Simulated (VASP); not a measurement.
# Ti (C2/c) in VASP: single point with PBE

Aim: the single point of Ti with PBE.

Everything below comes from runs of VASP 6.6.1. Logs are shortened: lines on timing, memory, paths and dates and some standing lists are left out, and cuts for length are marked.

**1. The cell of the first run**

Symmetry: C2/c, No. 15, monoclinic system. The conventional cell has a = 9.746 Å, b = 4.579 Å, c = 5.664 Å, α = 90.00°, β = 125.53°, γ = 90.00°. Ti (site symmetry 2) has 14 Ti at 2.83 to 3.13 Å within 3.7 Å. Within 3.5 Å of Ti (site symmetry 1) lie 11 Ti at 2.65 to 3.13 Å.

**2. Single point, PBE (atoms displaced along several vibrational modes)**

The input, INCAR:

```
  ALGO = All
  EDIFF = 1E-6
  ENCUT = 550
  GGA = PE
  GGA_COMPAT = False
  ISEARCH = 1
  ISIF = 2
  ISMEAR = 0
  KPAR = 4
  LASPH = True
  LCHARG = False
  LREAL = False
  LWAVE = False
  NBANDS = 45
  NELM = 300
  PREC = Accurate
  SIGMA = 0.15
```

The input, KPOINTS:

```
k-points
0
Gamma
  10 10 10
```

The input, POSCAR:

```
Ti
1.0
   -4.5790987815      0.0000000000      0.0000000000
   -2.2895493907      3.9656158712      2.8317615652
   -2.2895493907      3.9656158712     -2.8317615652
Ti
6
Direct
    0.0000000000      0.0000000000      0.0000000000
    0.0000000000      0.5000000000      0.5000000000
    0.6976771355      0.5749992983      0.0916673683
    0.6356561979      0.0749992983      0.5916673683
    0.3643438021      0.4250007017      0.9083326317
    0.3023228645      0.9250007017      0.4083326317
```

Potentials or basis: VASP PAW PBE potentials, release 64 (Ti_sv).

Launch:

```console
$ cat potpaw_PBE.64/Ti_sv/POTCAR > POTCAR
$ mpirun -np 4 vasp_std > vasp.out
```

OUTCAR:

```text
EDIFF = 1E-6
   ENCUT = 550
   GGA = PE
   ISIF = 2
   ISMEAR = 0
   LASPH = True
   LREAL = False
   NELM = 300
   PREC = Accurate

 ion  position               nearest neighbor table
   1  0.000  0.000  0.000-   2 2.83   2 2.83   6 2.87   4 2.87   3 2.92   5 2.92
   2  0.000  0.500  0.500-   1 2.83   1 2.83   3 2.87   5 2.87   6 2.92   4 2.92
   3  0.698  0.575  0.092-   5 2.65   5 2.65   6 2.66   4 2.85   4 2.85   2 2.87   1 2.92
   4  0.636  0.075  0.592-   6 2.65   6 2.65   5 2.66   3 2.85   3 2.85   1 2.87   2 2.92
   5  0.364  0.425  0.908-   3 2.65   3 2.65   4 2.66   6 2.85   6 2.85   2 2.87   1 2.92
   6  0.302  0.925  0.408-   4 2.65   4 2.65   3 2.66   5 2.85   5 2.85   1 2.87   2 2.92

  LATTYP: Found a body centered orthorhombic cell.
 ALAT       =     4.5790987815
 B/A-ratio  =     1.2368204751
 C/A-ratio  =     1.7320508076

  Lattice vectors:

 A1 = (   2.2895493907,  -3.9656158712,  -2.8317615652)
 A2 = (  -2.2895493908,  -3.9656158712,   2.8317615652)
 A3 = (  -2.2895493907,   3.9656158712,  -2.8317615652)

Analysis of symmetry for initial positions (statically):
=====================================================================
 Subroutine PRICEL returns:
 Original cell was already a primitive cell.

 Routine SETGRP: Setting up the symmetry group for a
 body centered orthorhombic supercell.

 Subroutine GETGRP returns: Found  4 space group operations
 (whereof  2 operations were pure point group operations)
 out of a pool of  8 trial point group operations.

The static configuration has the point symmetry C_2 .
 The point group associated with its full space group is C_2h.

Analysis of symmetry for dynamics (positions and initial velocities):
=====================================================================
 Subroutine PRICEL returns:
 Original cell was already a primitive cell.

 Routine SETGRP: Setting up the symmetry group for a
 body centered orthorhombic supercell.

 Subroutine GETGRP returns: Found  4 space group operations
 (whereof  2 operations were pure point group operations)
 out of a pool of  8 trial point group operations.

The dynamic configuration has the point symmetry C_2 .
 The point group associated with its full space group is C_2h.

 Subroutine INISYM returns: Found  4 space group operations
 (whereof  2 operations are pure point group operations),
 and found     1 'primitive' translations

[... 104 lines left out ...]
   EDIFFG = 0.1E-04   stopping-criterion for IOM
   NSW    =      0    number of steps for IOM
   IBRION =     -1    ionic relax: 0-MD 1-quasi-New 2-CG
   NFREE  =      0    steps in history (QN), initial steepest desc. (CG)
   ISIF   =      2    stress and relaxation
   ISYM   =      2    0-nonsym 1-usesym 2-fastsym
   POTIM  = 0.5000    time-step for ionic-motion
   TEBEG  =    0.0;   TEEND  =   0.0 temperature during run
   PSTRESS=    0.0 pullay stress
   NELECT =      72.0000    total number of electrons
   NUPDOWN=      -1.0000    fix difference up-down
   EMIN   =  10.00;   EMAX   =-10.00  energy-range for DOS
   EFERMI =   0.00;   METHOD = LEGACY
   ISMEAR =     0;   SIGMA  =   0.15  broadening in eV -4-tet -1-fermi 0-gaus
   EFERMI_NEDOS =   21; number of points for ismear=-14 and -15
   IALGO  =     58    algorithm
   IMIX   =      4    mixing-type and parameters
     AMIX     =   0.40;   BMIX     =  1.00
     AMIX_MAG =   1.60;   BMIX_MAG =  1.00
  volume/ion in A,a.u.               =      17.14       115.67
  Fermi-wavevector in a.u.,A,eV,Ry     =   1.453650  2.747000 28.750452  2.113099
  Thomas-Fermi vector in A             =   2.570892
   LORBIT       =      0    0 simple, 1 ext, 2 COOP (PROOUT), +10 PAW based schemes
   GGA     = PE    functional components
   LHFCALC =     F    Hartree Fock is set to
   AEXX    =    0.0000 exact exchange contribution
   IVDW    =     0    specifies the selected vdW correction
   LEPSILON=     F    determine dielectric tensor
   LRPA    =     F    only Hartree local field effects (RPA)
 non-spin polarized calculation
 Gauss-broadening in eV      SIGMA  =   0.15
  energy-cutoff  :      550.00
  volume of cell :      102.84
 maximum number of plane-waves:      3037
   NGX = 17   NGY = 21   NGZ = 21

 number of electron      71.9999998 magnetization

 Free energy of the ion-electron system (eV)
  ---------------------------------------------------
  ext. energy  EPLUGINS =         0.00000000
  ---------------------------------------------------
  free energy    TOTEN  =       -46.98838208 eV

  energy without entropy =      -46.91833851  energy(sigma->0) =      -46.95336029

 E-fermi :   8.3271     XC(G=0): -11.5569

 val. band max:        8.3262210998   @ k =   0.4000  -0.2000  -0.3000
 cond. band min:       8.3267411102   @ k =   0.3000  -0.2000  -0.3000
 fundamental gap:      0.0005200105
 Fermi energy:         8.3271148850

 k-point     1 :       0.0000    0.0000    0.0000
  band No.  band energies     occupation
      1     -48.4806      2.00000
      2     -48.4070      2.00000
      3     -48.2655      2.00000
      4     -48.1782      2.00000
      5     -48.1183      2.00000
      6     -48.1129      2.00000
[... 1141 lines left out ...]
     44       9.9365      0.00000
     45       9.9580      0.00000

 [... further k-points ...]

------------------------ aborting loop because EDIFF is reached ----------------------------------------

  FORCE on cell =-STRESS in cart. coord.  units (eV):
  Direction    XX          YY          ZZ          XY          YZ          ZX
  --------------------------------------------------------------------------------------
  -------------------------------------------------------------------------------------
  Total        0.7145055     -0.4671485     -0.3615207     -0.0000000     -0.0402259     -0.0000000
  in kB       11.1311188     -7.2776008     -5.6320482     -0.0000000     -0.6266698     -0.0000000
  external PRESSURE =      -0.5928434 kB  Pullay stress =       0.0000000 kB

 VOLUME and BASIS-vectors are now :
 -----------------------------------------------------------------------------
  energy-cutoff  :      550.00
  volume of cell :      102.84
      direct lattice vectors                 reciprocal lattice vectors
    -4.579098781  0.000000000  0.000000000    -0.218383583 -0.126083821  0.000000000
    -2.289549391  3.965615871  2.831761565     0.000000000  0.126083821  0.176568538
    -2.289549391  3.965615871 -2.831761565     0.000000000  0.126083821 -0.176568538

 POSITION                                       TOTAL-FORCE (eV/Angst)
 -----------------------------------------------------------------------------------
      0.00000      0.00000      0.00000         0.055901      0.000000     -0.000000
     -2.28955      3.96562      0.00000        -0.055901      0.000000      0.000000
     -4.72110      2.64374      1.36868         0.235225     -0.188862      0.103016
     -4.43710      2.64374     -1.46308        -0.235225     -0.188862      0.103016
     -4.72110      5.28749     -1.36868         0.235225      0.188862     -0.103016
     -4.43710      5.28749      1.46308        -0.235225      0.188862     -0.103016
 -----------------------------------------------------------------------------------
    total drift:                               -0.000000      0.000000      0.000000

  FREE ENERGIE OF THE ION-ELECTRON SYSTEM (eV)
  ---------------------------------------------------
  free  energy   TOTEN  =       -46.9883820833 eV

  energy  without entropy=      -46.9183366808  energy(sigma->0) =      -46.95335938
```

OSZICAR:

```text
N       E                     dE             d eps       ncg     rms           ort
DAV:   1     0.101948990608E+04    0.10195E+04   -0.38571E+04 12690   0.217E+03
DAV:   2     0.838973050725E+02   -0.93559E+03   -0.92084E+03 12690   0.627E+02
DAV:   3    -0.363448268172E+02   -0.12024E+03   -0.11667E+03 12690   0.192E+02
DAV:   4    -0.521851062916E+02   -0.15840E+02   -0.15638E+02 12690   0.619E+01
DAV:   5    -0.532270392260E+02   -0.10419E+01   -0.10390E+01 12690   0.136E+01
SDA:   6    -0.379572845625E+02    0.15270E+02   -0.10390E+01 12690   0.577E+02   0.000E+00
CGA:   7    -0.449646543954E+02   -0.70074E+01   -0.69868E+01 12690   0.617E+01  -0.569E-02
CGA:   8    -0.465239421711E+02   -0.15593E+01   -0.15712E+01 12690   0.171E+01  -0.141E+00
CGA:   9    -0.467609264672E+02   -0.23698E+00   -0.23646E+00 12690   0.644E+00  -0.520E-03
CGA:  10    -0.468879422482E+02   -0.12702E+00   -0.12710E+00 12690   0.353E+00  -0.867E-02
CGA:  11    -0.469546096427E+02   -0.66667E-01   -0.66668E-01 12690   0.862E-01  -0.447E-03
CGA:  12    -0.469735908345E+02   -0.18981E-01   -0.18999E-01 12690   0.393E-01  -0.484E-03
[... 24 lines left out ...]
CGA:  37    -0.469883812988E+02   -0.12268E-05   -0.12247E-05 12690   0.423E-05   0.180E-07
CGA:  38    -0.469883820833E+02   -0.78444E-06   -0.79201E-06 12690   0.372E-05   0.175E-06
   1 F= -.46988382E+02 E0= -.46953359E+02  d E =-.700454E-01
```

Run time: 7.7 min. Hardware: 4 MPI ranks of Intel Xeon 6975P-C (Granite Rapids), shared host; peak memory 2.2 GiB.

Results:

```yaml
Free_energy: -46.9884 eV
Pressure: -0.1 GPa
Largest_force: 0.319 eV/Å
Band_gap_on_the_k_mesh: zero (bands 36 and 37 overlap by 0.41 eV)
```

Forces in eV/Å, atoms in the order of the input:
```
Ti   0.056  0.000  0.000
Ti  -0.056  0.000  0.000
Ti   0.235 -0.189  0.103
Ti  -0.235 -0.189  0.103
Ti   0.235  0.189 -0.103
Ti  -0.235  0.189 -0.103
```

Levels at points of the mesh, in eV from the Fermi level:
```tsv
k point	band 33	band 34	band 35	band 36	band 37	band 38	band 39	band 40
(0.00, 0.00, 0.00)	-0.66	-0.54	-0.47	-0.41	0.02	0.37	0.71	0.77
(0.50, 0.00, 0.00)	-0.62	-0.35	-0.27	-0.24	0.22	0.37	0.46	0.82
(0.00, 0.50, 0.00)	-0.86	-0.86	-0.70	-0.70	0.70	0.70	0.77	0.77
(0.00, 0.00, 0.50)	-0.85	-0.85	-0.77	-0.77	0.68	0.68	0.89	0.89
(0.50, 0.50, 0.00)	-0.50	-0.48	-0.40	-0.28	-0.09	0.06	0.50	0.50
(0.00, 0.50, 0.50)	-1.53	-0.34	-0.28	-0.23	0.03	0.51	0.73	0.98
```

Caveat: the cell differs from its parent crystal (atoms displaced along several vibrational modes).
